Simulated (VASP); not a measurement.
# AlHCl4 (P4/mmm) in VASP: further runs

AlHCl4 is run at these levels: PBE; tasks: single point, relaxation of cell and atoms.

All numbers are computed with VASP 6.6.1; they aren't measurements. Logs are shortened: lines on timing, memory, paths and dates and some standing lists are left out, and cuts for length are marked.

## (1) The cell of the first run

It takes space group P4/mmm (No. 123, tetragonal). The conventional cell has a = 4.287 Å, b = 4.287 Å, c = 6.263 Å, α = 90.00°, β = 90.00°, γ = 90.00°. Al (site symmetry 4/mmm) has 8 Cl at 2.61 Å within 3.4 Å. H (site symmetry 4/mmm) has 8 Cl at 2.70 Å within 3.6 Å. Within 3.4 Å of Cl (site symmetry 2mm) lie 2 Al at 2.61 Å and 2 H at 2.70 Å and 6 Cl at 2.97 to 3.29 Å.

The cell was generated, and may not be a known phase.

## (2) Single point, PBE

INCAR reads:

```
SYSTEM = AlHCl4
  ALGO = Normal
  EDIFF = 1E-7
  ENCUT = 520
  GGA = PE
  ISIF = 2
  ISMEAR = 0
  LASPH = .True.
  LCHARG = .False.
  LREAL = .False.
  LWAVE = .False.
  NBANDS = 25
  NELM = 100
  PREC = Accurate
  SIGMA = 0.1
```

KPOINTS reads:

```
k-points
0
Gamma
  4 4 4
  0 0 0
```

POSCAR reads:

```
AlHCl4
1.0
    4.2871172260      0.0000000000      0.0000000000
    0.0000000000      4.2871172260      0.0000000000
    0.0000000000      0.0000000000      6.2632575822
Al H Cl
1 1 4
Direct
    0.5000000000      0.5000000000      0.0000000000
    0.0000000000      0.0000000000      0.5000000000
    0.5000000000      0.0000000000      0.2372205633
    0.5000000000      0.0000000000      0.7627794367
    0.0000000000      0.5000000000      0.7627794367
    0.0000000000      0.5000000000      0.2372205633
```

Potentials or basis: VASP PAW PBE potentials, release 64 (Al, H, Cl).

Run with:

```
$ cat potpaw_PBE.64/Al/POTCAR potpaw_PBE.64/H/POTCAR potpaw_PBE.64/Cl/POTCAR > POTCAR
$ mpirun -np 1 vasp_std > vasp.out
```

OUTCAR:

```text
SYSTEM = AlHCl4
   EDIFF = 1E-7
   ENCUT = 520
   GGA = PE
   ISIF = 2
   ISMEAR = 0
   LASPH = .True.
   LREAL = .False.
   NELM = 100
   PREC = Accurate

 ion  position               nearest neighbor table
   1  0.500  0.500  0.000-   3 2.61   4 2.61   5 2.61   6 2.61   3 2.61   4 2.61   5 2.61   6 2.61

   2  0.000  0.000  0.500-
   3  0.500  0.000  0.237-   1 2.61   1 2.61
   4  0.500  0.000  0.763-   1 2.61   1 2.61
   5  0.000  0.500  0.763-   1 2.61   1 2.61
   6  0.000  0.500  0.237-   1 2.61   1 2.61

  LATTYP: Found a simple tetragonal cell.
 ALAT       =     4.2871172260
 C/A-ratio  =     1.4609485237

  Lattice vectors:

 A1 = (   4.2871172260,   0.0000000000,   0.0000000000)
 A2 = (   0.0000000000,   4.2871172260,   0.0000000000)
 A3 = (   0.0000000000,   0.0000000000,   6.2632575822)

Analysis of symmetry for initial positions (statically):
=====================================================================
 Subroutine PRICEL returns:
 Original cell was already a primitive cell.

 Routine SETGRP: Setting up the symmetry group for a
 simple tetragonal supercell.

 Subroutine GETGRP returns: Found 16 space group operations
 (whereof 16 operations were pure point group operations)
 out of a pool of 16 trial point group operations.

The static configuration has the point symmetry D_4h.

Analysis of symmetry for dynamics (positions and initial velocities):
=====================================================================
 Subroutine PRICEL returns:
 Original cell was already a primitive cell.

 Routine SETGRP: Setting up the symmetry group for a
 simple tetragonal supercell.

 Subroutine GETGRP returns: Found 16 space group operations
 (whereof 16 operations were pure point group operations)
 out of a pool of 16 trial point group operations.

The dynamic configuration has the point symmetry D_4h.

 Subroutine INISYM returns: Found 16 space group operations
 (whereof 16 operations are pure point group operations),
 and found     1 'primitive' translations

----------------------------------------------------------------------------------------

                                     Primitive cell

  volume of cell :     115.1148

  direct lattice vectors                    reciprocal lattice vectors
     4.287117226  0.000000000  0.000000000     0.233256976  0.000000000  0.000000000
     0.000000000  4.287117226  0.000000000     0.000000000  0.233256976  0.000000000
     0.000000000  0.000000000  6.263257582     0.000000000  0.000000000  0.159661324

  length of vectors
     4.287117226  4.287117226  6.263257582     0.233256976  0.233256976  0.159661324

  position of ions in fractional coordinates (direct lattice)
     0.500000000  0.500000000  0.000000000
     0.000000000  0.000000000  0.500000000
     0.500000000  0.000000000  0.237220563
     0.500000000  0.000000000  0.762779437
     0.000000000  0.500000000  0.762779437
     0.000000000  0.500000000  0.237220563

  ion indices of the primitive-cell ions
   primitive index   ion index
                 1           1
                 2           2
                 3           3
                 4           4
                 5           5
                 6           6

----------------------------------------------------------------------------------------

 KPOINTS: k-points

Automatic generation of k-mesh.
 Grid dimensions read from file:
 generate k-points for:    4    4    4

 Generating k-lattice:

  Cartesian coordinates                     Fractional coordinates (reciprocal lattice)
     0.058314244  0.000000000  0.000000000     0.250000000  0.000000000  0.000000000
     0.000000000  0.058314244  0.000000000     0.000000000  0.250000000  0.000000000
     0.000000000  0.000000000  0.039915331     0.000000000  0.000000000  0.250000000

  Length of vectors
     0.058314244  0.058314244  0.039915331

  Shift w.r.t. Gamma in fractional coordinates (k-lattice)
     0.000000000  0.000000000  0.000000000

 Subroutine IBZKPT returns following result:
 ===========================================

 Found     18 irreducible k-points:

 Following reciprocal coordinates:
            Coordinates               Weight
  0.000000  0.000000  0.000000      1.000000
  0.250000  0.000000  0.000000      4.000000
  0.500000  0.000000  0.000000      2.000000
  0.250000  0.250000  0.000000      4.000000
  0.500000  0.250000  0.000000      4.000000
  0.500000  0.500000  0.000000      1.000000
[... 10 lines left out ...]
  0.500000  0.250000  0.500000      4.000000
  0.500000  0.500000  0.500000      1.000000
   k-points           NKPTS =     18   k-points in BZ     NKDIM =     18   number of bands    NBANDS=     25
   number of dos      NEDOS =    301   number of ions     NIONS =      6
   total plane-waves  NPLWV =  49152
   dimension x,y,z NGX =    32 NGY =   32 NGZ =   48
   dimension x,y,z NGXF=    64 NGYF=   64 NGZF=   96
   ions per type =               1   1   4
   NGX,Y,Z   is equivalent  to a cutoff of  12.41, 12.41, 12.74 a.u.
   NGXF,Y,Z  is equivalent  to a cutoff of  24.82, 24.82, 25.48 a.u.
 SYSTEM =  AlHCl4
   PREC   = accura    normal or accurate (medium, high low for compatibility)
   ISTART =      0    job   : 0-new  1-cont  2-samecut
   ICHARG =      2    charge: 1-file 2-atom 10-const
   ISPIN  =      1    spin polarized calculation?
   LNONCOLLINEAR =      F non collinear calculations
   LSORBIT =      F    spin-orbit coupling
   LASPH  =      T    aspherical Exc in radial PAW
   ENCUT  =  520.0 eV  38.22 Ry    6.18 a.u.   7.97  7.97 11.65*2*pi/ulx,y,z
   NELM   =    100;   NELMIN=  2; NELMDL= -5     # of ELM steps
   EDIFF  = 0.1E-06   stopping-criterion for ELM
   LREAL  =      F    real-space projection
   EDIFFG = 0.1E-05   stopping-criterion for IOM
   NSW    =      0    number of steps for IOM
   IBRION =     -1    ionic relax: 0-MD 1-quasi-New 2-CG
   NFREE  =      0    steps in history (QN), initial steepest desc. (CG)
   ISIF   =      2    stress and relaxation
   ISYM   =      2    0-nonsym 1-usesym 2-fastsym
   POTIM  = 0.5000    time-step for ionic-motion
   TEBEG  =    0.0;   TEEND  =   0.0 temperature during run
   PSTRESS=    0.0 pullay stress
   NELECT =      32.0000    total number of electrons
   NUPDOWN=      -1.0000    fix difference up-down
   EMIN   =  10.00;   EMAX   =-10.00  energy-range for DOS
   EFERMI =   0.00;   METHOD = LEGACY
   ISMEAR =     0;   SIGMA  =   0.10  broadening in eV -4-tet -1-fermi 0-gaus
   EFERMI_NEDOS =   21; number of points for ismear=-14 and -15
   IALGO  =     38    algorithm
   IMIX   =      4    mixing-type and parameters
     AMIX     =   0.40;   BMIX     =  1.00
     AMIX_MAG =   1.60;   BMIX_MAG =  1.00
  volume/ion in A,a.u.               =      19.19       129.47
  Fermi-wavevector in a.u.,A,eV,Ry     =   1.068434  2.019048 15.531756  1.141552
  Thomas-Fermi vector in A             =   2.204082
   LORBIT       =      0    0 simple, 1 ext, 2 COOP (PROOUT), +10 PAW based schemes
   GGA     = PE    functional components
   LHFCALC =     F    Hartree Fock is set to
   AEXX    =    0.0000 exact exchange contribution
   IVDW    =     0    specifies the selected vdW correction
   LEPSILON=     F    determine dielectric tensor
   LRPA    =     F    only Hartree local field effects (RPA)
 non-spin polarized calculation
 Gauss-broadening in eV      SIGMA  =   0.10
  energy-cutoff  :      520.00
  volume of cell :      115.11
 maximum number of plane-waves:      3136
 NGX is ok and might be reduce to    32
   NGX = 15   NGY = 15   NGZ = 23

 number of electron      31.9999997 magnetization

 Free energy of the ion-electron system (eV)
  ---------------------------------------------------
  ext. energy  EPLUGINS =         0.00000000
  ---------------------------------------------------
  free energy    TOTEN  =       -14.98364046 eV

  energy without entropy =      -14.97296637  energy(sigma->0) =      -14.97830342

 E-fermi :   2.4837     XC(G=0):  -8.9797

 val. band max:        2.4529490295   @ k =   0.5000   0.5000   0.2500
 cond. band min:       2.5107889959   @ k =   0.2500   0.2500   0.0000
 fundamental gap:      0.0578399664
 Fermi energy:         2.4836540439

 k-point     1 :       0.0000    0.0000    0.0000
  band No.  band energies     occupation
      1     -13.1827      2.00000
      2     -12.2798      2.00000
      3     -11.3818      2.00000
      4     -10.7181      2.00000
      5      -3.4620      2.00000
      6      -2.0812      2.00000
[... 17 lines left out ...]
     24      11.0780      0.00000
     25      11.2719      0.00000

 k-point     2 :       0.2500    0.0000    0.0000
  band No.  band energies     occupation
      1     -12.9428      2.00000
      2     -12.0716      2.00000
      3     -11.6662      2.00000
      4     -10.9679      2.00000
      5      -3.2900      2.00000
      6      -2.0116      2.00000
[... 17 lines left out ...]
     24      11.6201      0.00000
     25      11.9949      0.00000

 k-point     3 :       0.5000    0.0000    0.0000
  band No.  band energies     occupation
      1     -12.3684      2.00000
      2     -12.2872      2.00000
      3     -11.5604      2.00000
      4     -11.5211      2.00000
      5      -2.9134      2.00000
      6      -2.1294      2.00000
[... 384 lines left out ...]
 k-point    17 :       0.5000    0.2500    0.5000
  band No.  band energies     occupation
      1     -12.1364      2.00000
      2     -12.0861      2.00000
      3     -11.7053      2.00000
      4     -11.6930      2.00000
      5      -3.7823      2.00000
      6      -2.2669      2.00000
[... 17 lines left out ...]
     24      12.4376      0.00000
     25      12.9624      0.00000

 k-point    18 :       0.5000    0.5000    0.5000
  band No.  band energies     occupation
      1     -12.0506      2.00000
      2     -12.0506      2.00000
      3     -11.6519      2.00000
      4     -11.6519      2.00000
      5      -4.4676      2.00000
      6      -2.9127      2.00000
[... 17 lines left out ...]
     24      12.4817      0.00000
     25      12.4817      0.00000

------------------------ aborting loop because EDIFF is reached ----------------------------------------

  FORCE on cell =-STRESS in cart. coord.  units (eV):
  Direction    XX          YY          ZZ          XY          YZ          ZX
  --------------------------------------------------------------------------------------
  -------------------------------------------------------------------------------------
  Total       -0.2126754     -0.2126754     -0.0757841      0.0000000      0.0000000      0.0000000
  in kB       -2.9600356     -2.9600356     -1.0547700      0.0000000      0.0000000      0.0000000
  external PRESSURE =      -2.3249471 kB  Pullay stress =       0.0000000 kB

 VOLUME and BASIS-vectors are now :
 -----------------------------------------------------------------------------
  energy-cutoff  :      520.00
  volume of cell :      115.11
      direct lattice vectors                 reciprocal lattice vectors
     4.287117226  0.000000000  0.000000000     0.233256976  0.000000000  0.000000000
     0.000000000  4.287117226  0.000000000     0.000000000  0.233256976  0.000000000
     0.000000000  0.000000000  6.263257582     0.000000000  0.000000000  0.159661324

 POSITION                                       TOTAL-FORCE (eV/Angst)
 -----------------------------------------------------------------------------------
      2.14356      2.14356      0.00000         0.000000      0.000000      0.000000
      0.00000      0.00000      3.13163         0.000000      0.000000      0.000000
      2.14356      0.00000      1.48577         0.000000     -0.000000     -0.010332
      2.14356      0.00000      4.77748        -0.000000      0.000000      0.010332
      0.00000      2.14356      4.77748         0.000000      0.000000      0.010332
      0.00000      2.14356      1.48577        -0.000000      0.000000     -0.010332
 -----------------------------------------------------------------------------------
    total drift:                                0.000000      0.000000      0.000000

  FREE ENERGIE OF THE ION-ELECTRON SYSTEM (eV)
  ---------------------------------------------------
  free  energy   TOTEN  =       -14.9836404620 eV

  energy  without entropy=      -14.9729663734  energy(sigma->0) =      -14.97830342
```

Wall time 53 s (1 thread of Oxide Virtual Turin-like, shared host); peak memory 0.19 GiB.

What came out:

```
Free energy            : -14.9836 eV
Pressure               : -0.2 GPa
Largest force          : 0.010 eV/Å
Band gap on the k mesh : zero (bands 16 and 17 overlap by 0.34 eV)
```

Forces in eV/Å, atoms in the order of the input:
```
Al   0.000  0.000  0.000
H    0.000  0.000  0.000
Cl   0.000  0.000 -0.010
Cl   0.000  0.000  0.010
Cl   0.000  0.000  0.010
Cl   0.000  0.000 -0.010
```

Levels at points of the mesh, in eV from the Fermi level:
```csv
k point,band 13,band 14,band 15,band 16,band 17,band 18,band 19,band 20
"(0.00, 0.00, 0.00)",-1.00,-0.58,-0.45,-0.45,-0.16,0.84,4.05,5.16
"(0.50, 0.00, 0.00)",-1.93,-1.78,-0.73,-0.73,0.44,2.75,5.83,6.66
"(0.50, 0.50, 0.00)",-0.69,-0.30,-0.30,-0.08,0.30,1.57,6.24,6.24
"(0.00, 0.00, 0.50)",-0.87,-0.87,-0.59,-0.59,0.33,1.09,3.74,5.87
"(0.50, 0.00, 0.50)",-2.30,-2.13,-2.02,-1.97,0.92,3.03,6.27,6.72
"(0.50, 0.50, 0.50)",-0.80,-0.39,0.03,0.19,0.23,2.22,6.65,6.81
```

Caveat: the k points lie up to 0.37 Å⁻¹ apart; semilocal functionals underestimate gaps, and a narrow one can read as zero.

## (3) Single point, PBE

This run uses another cell than the first one, of 21.69 Å³/atom.

INCAR reads:

```
SYSTEM = AlHCl4
PREC = Accurate ; ENCUT = 520
EDIFF = 1E-6 ; ISMEAR = 0
SIGMA = 0.1 ; LREAL = .False.
LASPH = .True. ; NELM = 80
ALGO = Fast ; ISIF = 2
LWAVE = .False. ; LCHARG = .True.
GGA = PE ; LELF = .True.
LVHAR = .True. ; NBANDS = 25
```

KPOINTS reads:

```
regular mesh
0
Gamma
  4 4 4
  0 0 0
```

POSCAR reads:

```
AlHCl4
1.0
    4.4842595100      0.0000000000      0.0000000000
    0.0000000000      4.4842595100      0.0000000000
    0.0000000000      0.0000000000      6.4729187500
Al H Cl
1 1 4
Direct
    0.5000000000      0.5000000000      0.0000000000
    0.0000000000      0.0000000000      0.5000000000
    0.5000000000      0.0000000000      0.2657380100
    0.5000000000      0.0000000000      0.7342619900
    0.0000000000      0.5000000000      0.7342619900
    0.0000000000      0.5000000000      0.2657380100
```

Potentials or basis: VASP PAW PBE potentials, release 64 (Al, H, Cl).

Run with:

```
$ cat potpaw_PBE.64/Al/POTCAR potpaw_PBE.64/H/POTCAR potpaw_PBE.64/Cl/POTCAR > POTCAR
$ mpirun -np 1 vasp_std > vasp.out
```

OUTCAR:

```text
SYSTEM = AlHCl4
   PREC = Accurate
   ENCUT = 520
   EDIFF = 1E-6
   ISMEAR = 0
   LREAL = .False.
   LASPH = .True.
   NELM = 80
   ISIF = 2
   GGA = PE

 ion  position               nearest neighbor table
   1  0.500  0.500  0.000-   3 2.83   4 2.83   5 2.83   6 2.83   3 2.83   4 2.83   5 2.83   6 2.83

   2  0.000  0.000  0.500-
   3  0.500  0.000  0.266-   1 2.83   1 2.83
   4  0.500  0.000  0.734-   1 2.83   1 2.83
   5  0.000  0.500  0.734-   1 2.83   1 2.83
   6  0.000  0.500  0.266-   1 2.83   1 2.83

  LATTYP: Found a simple tetragonal cell.
 ALAT       =     4.4842595100
 C/A-ratio  =     1.4434755026

  Lattice vectors:

 A1 = (   4.4842595100,   0.0000000000,   0.0000000000)
 A2 = (   0.0000000000,   4.4842595100,   0.0000000000)
 A3 = (   0.0000000000,   0.0000000000,   6.4729187500)

Analysis of symmetry for initial positions (statically):
=====================================================================
 Subroutine PRICEL returns:
 Original cell was already a primitive cell.

[... 173 lines left out ...]

 val. band max:        1.3685541210   @ k =   0.0000   0.0000   0.5000
 cond. band min:       1.4129197681   @ k =   0.5000   0.5000   0.5000
 fundamental gap:      0.0443656471
 Fermi energy:         1.3824465314

 k-point     1 :       0.0000    0.0000    0.0000
  band No.  band energies     occupation
      1     -13.4592      2.00000
      2     -12.8147      2.00000
      3     -12.1887      2.00000
      4     -11.7059      2.00000
      5      -3.9853      2.00000
      6      -2.2632      2.00000
[... 493 lines left out ...]
     24      11.0188      0.00000
     25      11.0189      0.00000

------------------------ aborting loop because EDIFF is reached ----------------------------------------

  FORCE on cell =-STRESS in cart. coord.  units (eV):
  Direction    XX          YY          ZZ          XY          YZ          ZX
  --------------------------------------------------------------------------------------
  -------------------------------------------------------------------------------------
  Total       -3.8693427     -3.8693427     -6.3063006      0.0000000      0.0000000      0.0000000
  in kB      -47.6284167    -47.6284167    -77.6253583      0.0000000      0.0000000      0.0000000
  external PRESSURE =     -57.6273972 kB  Pullay stress =       0.0000000 kB

 VOLUME and BASIS-vectors are now :
 -----------------------------------------------------------------------------
  energy-cutoff  :      520.00
  volume of cell :      130.16
      direct lattice vectors                 reciprocal lattice vectors
     4.484259510  0.000000000  0.000000000     0.223002259  0.000000000  0.000000000
     0.000000000  4.484259510  0.000000000     0.000000000  0.223002259  0.000000000
     0.000000000  0.000000000  6.472918750     0.000000000  0.000000000  0.154489812

 POSITION                                       TOTAL-FORCE (eV/Angst)
 -----------------------------------------------------------------------------------
      2.24213      2.24213      0.00000         0.000000      0.000000      0.000000
      0.00000      0.00000      3.23646         0.000000      0.000000      0.000000
      2.24213      0.00000      1.72010         0.000000      0.000000     -1.358169
      2.24213      0.00000      4.75282        -0.000000      0.000000      1.358169
      0.00000      2.24213      4.75282        -0.000000     -0.000000      1.358169
      0.00000      2.24213      1.72010         0.000000      0.000000     -1.358169
 -----------------------------------------------------------------------------------
    total drift:                                0.000000     -0.000000      0.000000

  FREE ENERGIE OF THE ION-ELECTRON SYSTEM (eV)
  ---------------------------------------------------
  free  energy   TOTEN  =       -14.1107668940 eV

  energy  without entropy=      -14.1075250483  energy(sigma->0) =      -14.10914597
```

stdout:

```text
POSCAR found type information on POSCAR AlH Cl
 POSCAR found :  3 types and       6 ions
 scaLAPACK will be used
 LDA part: xc-table for (Slater+PW92), standard interpolation
 POSCAR, INCAR and KPOINTS ok, starting setup
 FFT: planning ... GRIDC
 FFT: planning ... GRID_SOFT
 FFT: planning ... GRID
 WAVECAR not read
 entering main loop
```

Run time: 90 s. Hardware: 1 thread of Oxide Virtual Turin-like, shared host; peak memory 0.22 GiB.

What came out:

```yaml
Free_energy: -14.1108 eV
Pressure: -5.8 GPa
Largest_force: 1.358 eV/Å
Band_gap_on_the_k_mesh: zero (bands 16 and 17 overlap by 0.33 eV)
```

Forces on the atoms (eV/Å):
```
Al   0.000  0.000  0.000
H    0.000  0.000  0.000
Cl   0.000  0.000 -1.358
Cl   0.000  0.000  1.358
Cl   0.000  0.000  1.358
Cl   0.000  0.000 -1.358
```

Levels at points of the mesh, in eV from the Fermi level:
| k point | band 14 | band 15 | band 16 | band 17 | band 18 | band 19 |
| --- | --- | --- | --- | --- | --- | --- |
| (0.00, 0.00, 0.00) | -0.86 | -0.42 | -0.42 | -0.19 | 0.52 | 4.03 |
| (0.50, 0.00, 0.00) | -1.50 | -0.65 | -0.64 | 0.72 | 1.29 | 4.98 |
| (0.50, 0.50, 0.00) | -0.26 | -0.19 | 0.13 | 0.24 | 0.45 | 5.02 |
| (0.00, 0.00, 0.50) | -0.68 | -0.61 | -0.61 | -0.01 | 0.94 | 3.65 |
| (0.50, 0.00, 0.50) | -1.89 | -1.80 | -1.73 | 0.90 | 1.81 | 5.35 |
| (0.50, 0.50, 0.50) | -0.46 | -0.10 | 0.03 | 0.56 | 1.02 | 5.70 |

Caveat: the cell stands under tension; semilocal functionals underestimate gaps, and a narrow one can read as zero; forces of over 1 eV/Å act on the atoms, so gaps and moduli don't describe the material at rest.

(Part 1 of 2 ends here.)

The gap in the log of VASP goes by the Fermi energy; the results here count the filled bands.